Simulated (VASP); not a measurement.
Here is a VASP 6.6.1 calculation.

INCAR

```
SYSTEM = Ni2N
PREC     = Accurate       ! precision mode
ENCUT    = 600            ! plane-wave cutoff, eV
EDIFF    = 1E-6           ! SCF threshold, eV
ISMEAR   = 0              ! smearing method
SIGMA    = 0.1            ! smearing width, eV
LREAL    = .False.        ! projectors in reciprocal space
LASPH    = .True.         ! aspherical terms in the spheres
NELM     = 200            ! most SCF steps
ALGO     = Normal         ! electronic algorithm
ISIF     = 2              ! what is computed and relaxed
LWAVE    = .False.        ! write WAVECAR
LCHARG   = .False.        ! write CHGCAR
ISPIN    = 2              ! spin polarisation
MAGMOM   = 2 2 0          ! initial moments
LORBIT   = 11             ! projections on sites
LMAXMIX  = 4              ! l up to which the mixer works
GGA      = PE             ! functional
NBANDS   = 24             ! bands
GGA_COMPAT= .False.
```

Contents of KPOINTS:

```
Automatic mesh
0
Gamma
  6 6 8
  0 0 0
```

File POSCAR:

```
Ni2N
1.0
    3.8179817869      0.0000000000      0.0000000000
   -1.9089908935      3.3064692187      0.0000000000
    0.0000000000      0.0000000000      2.4462806722
Ni N
2 1
Direct
    0.3333333333      0.6666666667      0.5000000000
    0.6666666667      0.3333333333      0.5000000000
    0.0000000000      0.0000000000      0.0000000000
```

Potentials or basis: VASP PAW PBE potentials, release 64 (Ni, N).

The run is started by

```bash
$ cat potpaw_PBE.64/Ni/POTCAR potpaw_PBE.64/N/POTCAR > POTCAR
$ mpirun -np 1 vasp_std > vasp.out
```

Problem. What does it give for the pressure?

Solution. -0.4 GPa.

Problem. What does it give for the site moments?

Solution. Ni +0.84; N +0.22 μB.

Stress tensor (GPa, compression positive):
```
-0.38  0.00  0.00
 0.00 -0.38  0.00
 0.00  0.00 -0.51
```
